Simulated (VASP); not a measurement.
# Cu3N (Pm-3m) in VASP: single point with PBE

Aim: the single point of Cu3N with PBE.

All numbers are computed with VASP 6.6.1; they aren't measurements. Logs are shortened: lines on timing, memory, paths and dates and some standing lists are left out, and cuts for length are marked.

## Step 1: The cell of the first run

It takes space group Pm-3m (No. 221, cubic). The conventional cell has a = 3.951 Å, b = 3.951 Å, c = 3.951 Å, α = 90.00°, β = 90.00°, γ = 90.00°. Cu (site symmetry 4/mmm) has 2 N at 1.98 Å within 2.6 Å. Within 2.6 Å of N (site symmetry m-3m) lie 6 Cu at 1.98 Å.

## Step 2: Single point, PBE (15.42 Å³/atom)

Input file INCAR:

```
SYSTEM = Cu3N
PREC = Accurate
ENCUT = 600
EDIFF = 1E-6
ISMEAR = 0
SIGMA = 0.01
LREAL = .False.
LASPH = .True.
NELM = 120
ALGO = Normal
ISIF = 2
LWAVE = .False.
LCHARG = .False.
GGA = PE
NBANDS = 27
GGA_COMPAT = .False.
```

Input file KPOINTS:

```
regular mesh
0
Gamma
  10 10 10
  0 0 0
```

Input file POSCAR:

```
Cu3N
1.0
    3.9508358384      0.0000000000      0.0000000000
    0.0000000000      3.9508358384      0.0000000000
    0.0000000000      0.0000000000      3.9508358384
Cu N
3 1
Direct
    0.5000000000      0.0000000000      0.0000000000
    0.0000000000      0.5000000000      0.0000000000
    0.0000000000      0.0000000000      0.5000000000
    0.0000000000      0.0000000000      0.0000000000
```

Potentials or basis: VASP PAW PBE potentials, release 64 (Cu, N).

Started as:

```sh
$ cat potpaw_PBE.64/Cu/POTCAR potpaw_PBE.64/N/POTCAR > POTCAR
$ mpirun -np 1 vasp_std > vasp.out
```

OUTCAR:

```text
SYSTEM = Cu3N
   PREC = Accurate
   ENCUT = 600
   EDIFF = 1E-6
   ISMEAR = 0
   LREAL = .False.
   LASPH = .True.
   NELM = 120
   ISIF = 2
   GGA = PE

 ion  position               nearest neighbor table
   1  0.500  0.000  0.000-   4 1.98   4 1.98
   2  0.000  0.500  0.000-   4 1.98   4 1.98
   3  0.000  0.000  0.500-   4 1.98   4 1.98
   4  0.000  0.000  0.000-   1 1.98   2 1.98   3 1.98   3 1.98   2 1.98   1 1.98

  LATTYP: Found a simple cubic cell.
 ALAT       =     3.9508358384

  Lattice vectors:

 A1 = (   3.9508358384,   0.0000000000,   0.0000000000)
 A2 = (   0.0000000000,   3.9508358384,   0.0000000000)
 A3 = (   0.0000000000,   0.0000000000,   3.9508358384)

Analysis of symmetry for initial positions (statically):
=====================================================================
 Subroutine PRICEL returns:
 Original cell was already a primitive cell.

 Routine SETGRP: Setting up the symmetry group for a
 simple cubic supercell.

 Subroutine GETGRP returns: Found 48 space group operations
 (whereof 48 operations were pure point group operations)
 out of a pool of 48 trial point group operations.

The static configuration has the point symmetry O_h .

Analysis of symmetry for dynamics (positions and initial velocities):
=====================================================================
 Subroutine PRICEL returns:
 Original cell was already a primitive cell.

 Routine SETGRP: Setting up the symmetry group for a
 simple cubic supercell.

 Subroutine GETGRP returns: Found 48 space group operations
 (whereof 48 operations were pure point group operations)
 out of a pool of 48 trial point group operations.

The dynamic configuration has the point symmetry O_h .

 Subroutine INISYM returns: Found 48 space group operations
 (whereof 48 operations are pure point group operations),
 and found     1 'primitive' translations

----------------------------------------------------------------------------------------

                                     Primitive cell

  volume of cell :      61.6690

  direct lattice vectors                    reciprocal lattice vectors
     3.950835838  0.000000000  0.000000000     0.253110997  0.000000000  0.000000000
     0.000000000  3.950835838  0.000000000     0.000000000  0.253110997  0.000000000
     0.000000000  0.000000000  3.950835838     0.000000000  0.000000000  0.253110997

  length of vectors
     3.950835838  3.950835838  3.950835838     0.253110997  0.253110997  0.253110997

  position of ions in fractional coordinates (direct lattice)
     0.500000000  0.000000000  0.000000000
     0.000000000  0.500000000  0.000000000
     0.000000000  0.000000000  0.500000000
     0.000000000  0.000000000  0.000000000

  ion indices of the primitive-cell ions
   primitive index   ion index
                 1           1
                 2           2
                 3           3
                 4           4

----------------------------------------------------------------------------------------

 KPOINTS: regular mesh

Automatic generation of k-mesh.
 Grid dimensions read from file:
 generate k-points for:   10   10   10

 Generating k-lattice:

  Cartesian coordinates                     Fractional coordinates (reciprocal lattice)
     0.025311100  0.000000000  0.000000000     0.100000000  0.000000000  0.000000000
     0.000000000  0.025311100  0.000000000     0.000000000  0.100000000  0.000000000
     0.000000000  0.000000000  0.025311100     0.000000000  0.000000000  0.100000000

  Length of vectors
     0.025311100  0.025311100  0.025311100

  Shift w.r.t. Gamma in fractional coordinates (k-lattice)
     0.000000000  0.000000000  0.000000000

 Subroutine IBZKPT returns following result:
 ===========================================

 Found     56 irreducible k-points:

 Following reciprocal coordinates:
            Coordinates               Weight
  0.000000  0.000000  0.000000      1.000000
  0.100000  0.000000  0.000000      6.000000
  0.200000  0.000000  0.000000      6.000000
  0.300000  0.000000  0.000000      6.000000
  0.400000  0.000000  0.000000      6.000000
  0.500000  0.000000  0.000000      3.000000
[... 16 lines left out ...]
  0.200000  0.100000  0.100000     24.000000
  0.300000  0.100000  0.100000     24.000000
 [... further k-points ...]
   k-points           NKPTS =     56   k-points in BZ     NKDIM =     56   number of bands    NBANDS=     27
   number of dos      NEDOS =    301   number of ions     NIONS =      4
   total plane-waves  NPLWV =  32768
   dimension x,y,z NGX =    32 NGY =   32 NGZ =   32
   dimension x,y,z NGXF=    64 NGYF=   64 NGZF=   64
   ions per type =               3   1
   NGX,Y,Z   is equivalent  to a cutoff of  13.47, 13.47, 13.47 a.u.
   NGXF,Y,Z  is equivalent  to a cutoff of  26.93, 26.93, 26.93 a.u.
 SYSTEM =  Cu3N
   PREC   = accura    normal or accurate (medium, high low for compatibility)
   ISTART =      0    job   : 0-new  1-cont  2-samecut
   ICHARG =      2    charge: 1-file 2-atom 10-const
   ISPIN  =      1    spin polarized calculation?
   LNONCOLLINEAR =      F non collinear calculations
   LSORBIT =      F    spin-orbit coupling
   LASPH  =      T    aspherical Exc in radial PAW
   ENCUT  =  600.0 eV  44.10 Ry    6.64 a.u.   7.89  7.89  7.89*2*pi/ulx,y,z
   NELM   =    120;   NELMIN=  2; NELMDL= -5     # of ELM steps
   EDIFF  = 0.1E-05   stopping-criterion for ELM
   LREAL  =      F    real-space projection
   EDIFFG = 0.1E-04   stopping-criterion for IOM
   NSW    =      0    number of steps for IOM
   IBRION =     -1    ionic relax: 0-MD 1-quasi-New 2-CG
   NFREE  =      0    steps in history (QN), initial steepest desc. (CG)
   ISIF   =      2    stress and relaxation
   ISYM   =      2    0-nonsym 1-usesym 2-fastsym
   POTIM  = 0.5000    time-step for ionic-motion
   TEBEG  =    0.0;   TEEND  =   0.0 temperature during run
   PSTRESS=    0.0 pullay stress
   NELECT =      38.0000    total number of electrons
   NUPDOWN=      -1.0000    fix difference up-down
   EMIN   =  10.00;   EMAX   =-10.00  energy-range for DOS
   EFERMI =   0.00;   METHOD = LEGACY
   ISMEAR =     0;   SIGMA  =   0.01  broadening in eV -4-tet -1-fermi 0-gaus
   EFERMI_NEDOS =   21; number of points for ismear=-14 and -15
   IALGO  =     38    algorithm
   IMIX   =      4    mixing-type and parameters
     AMIX     =   0.40;   BMIX     =  1.00
     AMIX_MAG =   1.60;   BMIX_MAG =  1.00
  volume/ion in A,a.u.               =      15.42       104.04
  Fermi-wavevector in a.u.,A,eV,Ry     =   1.393094  2.632566 26.404969  1.940711
  Thomas-Fermi vector in A             =   2.516773
   LORBIT       =      0    0 simple, 1 ext, 2 COOP (PROOUT), +10 PAW based schemes
   GGA     = PE    functional components
   LHFCALC =     F    Hartree Fock is set to
   AEXX    =    0.0000 exact exchange contribution
   IVDW    =     0    specifies the selected vdW correction
   LEPSILON=     F    determine dielectric tensor
   LRPA    =     F    only Hartree local field effects (RPA)
 non-spin polarized calculation
 Gauss-broadening in eV      SIGMA  =   0.01
  energy-cutoff  :      600.00
  volume of cell :       61.67
 maximum number of plane-waves:      2103
 NGX is ok and might be reduce to    32
   NGX = 15   NGY = 15   NGZ = 15

 number of electron      38.0000050 magnetization

 Free energy of the ion-electron system (eV)
  ---------------------------------------------------
  ext. energy  EPLUGINS =         0.00000000
  ---------------------------------------------------
  free energy    TOTEN  =       -18.24327121 eV

  energy without entropy =      -18.24327121  energy(sigma->0) =      -18.24327121

 E-fermi :   3.8661     XC(G=0): -10.2496

 val. band max:        3.8167283864   @ k =   0.5000   0.5000   0.5000
 cond. band min:       4.3624397494   @ k =   0.5000   0.5000   0.0000
 fundamental gap:      0.5457113630
 Fermi energy:         3.8661340756

 k-point     1 :       0.0000    0.0000    0.0000
  band No.  band energies     occupation
      1     -12.0529      2.00000
      2      -0.7426      2.00000
      3      -0.3272      2.00000
      4      -0.3272      2.00000
      5      -0.3272      2.00000
      6       0.5447      2.00000
[... 19 lines left out ...]
     26      15.4150      0.00000
     27      15.4152      0.00000

 k-point     2 :       0.1000    0.0000    0.0000
  band No.  band energies     occupation
      1     -12.0230      2.00000
      2      -0.8986      2.00000
      3      -0.4463      2.00000
      4      -0.4231      2.00000
      5      -0.4231      2.00000
      6       0.5536      2.00000
[... 19 lines left out ...]
     26      14.8314      0.00000
     27      14.9976      0.00000

 k-point     3 :       0.2000    0.0000    0.0000
  band No.  band energies     occupation
      1     -11.9425      2.00000
      2      -1.5165      2.00000
      3      -0.6122      2.00000
      4      -0.6122      2.00000
      5      -0.3233      2.00000
      6       0.5774      2.00000
[... 19 lines left out ...]
     26      13.6780      0.00000
     27      14.1877      0.00000

 k-point     4 :       0.3000    0.0000    0.0000
  band No.  band energies     occupation
      1     -11.8386      2.00000
      2      -2.1694      2.00000
      3      -0.7873      2.00000
      4      -0.7873      2.00000
      5      -0.0401      2.00000
      6       0.6083      2.00000
[... 19 lines left out ...]
     26      12.7295      0.00000
     27      13.4166      0.00000

 k-point     5 :       0.4000    0.0000    0.0000
  band No.  band energies     occupation
      1     -11.7504      2.00000
      2      -2.6277      2.00000
      3      -0.9039      2.00000
      4      -0.9039      2.00000
      5       0.2950      2.00000
      6       0.6347      2.00000
[... 19 lines left out ...]
     26      12.8660      0.00000
     27      12.8660      0.00000

 k-point     6 :       0.5000    0.0000    0.0000
  band No.  band energies     occupation
      1     -11.7156      2.00000
      2      -2.7915      2.00000
      3      -0.9444      2.00000
      4      -0.9444      2.00000
      5       0.5026      2.00000
      6       0.6451      2.00000
[... 444 lines left out ...]
      1     -11.3739      2.00000
      2      -2.8615      2.00000
      3      -2.8615      2.00000
      4      -1.3579      2.00000
      5       1.1416      2.00000
      6       1.1416      2.00000
[... 19 lines left out ...]
     26      14.5533      0.00000
     27      15.4837      0.00000

 k-point    22 :       0.1000    0.1000    0.1000
  band No.  band energies     occupation
      1     -11.9630      2.00000
      2      -1.0292      2.00000
      3      -0.8184      2.00000
      4      -0.8184      2.00000
      5      -0.2765      2.00000
      6       0.6630      2.00000
[... 19 lines left out ...]
     26      13.7866      0.00000
     27      13.7866      0.00000

 k-point    23 :       0.2000    0.1000    0.1000
  band No.  band energies     occupation
      1     -11.8825      2.00000
      2      -1.5566      2.00000
      3      -1.0099      2.00000
      4      -0.9548      2.00000
      5      -0.1409      2.00000
      6       0.6856      2.00000
[... 19 lines left out ...]
     26      12.8234      0.00000
     27      13.3874      0.00000

 k-point    24 :       0.3000    0.1000    0.1000
  band No.  band energies     occupation
      1     -11.7784      2.00000
      2      -2.1932      2.00000
      3      -1.1112      2.00000
      4      -1.0936      2.00000
      5       0.1089      2.00000
      6       0.7217      2.00000
[... 19 lines left out ...]
     26      12.5936      0.00000
     27      13.5185      0.00000

 [... further k-points ...]
[... 5 lines left out ...]
  --------------------------------------------------------------------------------------
  -------------------------------------------------------------------------------------
  Total       -3.1477301     -3.1477301     -3.1477301     -0.0000000     -0.0000000      0.0000000
  in kB      -81.7788730    -81.7788730    -81.7788730     -0.0000000     -0.0000000      0.0000000
  external PRESSURE =     -81.7788730 kB  Pullay stress =       0.0000000 kB

 VOLUME and BASIS-vectors are now :
 -----------------------------------------------------------------------------
  energy-cutoff  :      600.00
  volume of cell :       61.67
      direct lattice vectors                 reciprocal lattice vectors
     3.950835838  0.000000000  0.000000000     0.253110997  0.000000000  0.000000000
     0.000000000  3.950835838  0.000000000     0.000000000  0.253110997  0.000000000
     0.000000000  0.000000000  3.950835838     0.000000000  0.000000000  0.253110997

 POSITION                                       TOTAL-FORCE (eV/Angst)
 -----------------------------------------------------------------------------------
      1.97542      0.00000      0.00000         0.000000      0.000000      0.000000
      0.00000      1.97542      0.00000         0.000000      0.000000      0.000000
      0.00000      0.00000      1.97542         0.000000      0.000000      0.000000
      0.00000      0.00000      0.00000         0.000000      0.000000      0.000000
 -----------------------------------------------------------------------------------
    total drift:                                0.000000      0.000000     -0.000000

  FREE ENERGIE OF THE ION-ELECTRON SYSTEM (eV)
  ---------------------------------------------------
  free  energy   TOTEN  =       -18.2432712130 eV

  energy  without entropy=      -18.2432712130  energy(sigma->0) =      -18.24327121
```

Run time: 2.1 min. Hardware: 1 thread of Intel Xeon 8259CL, shared host; peak memory 0.24 GiB.

What came out:

| Quantity | Value |
| --- | --- |
| Free energy | -18.2433 eV |
| Pressure | -8.2 GPa |
| Band gap on the k mesh | 0.55 eV (least direct gap 1.04 eV) |

Caveat: the cell stands under tension. A k mesh can miss the band edges.
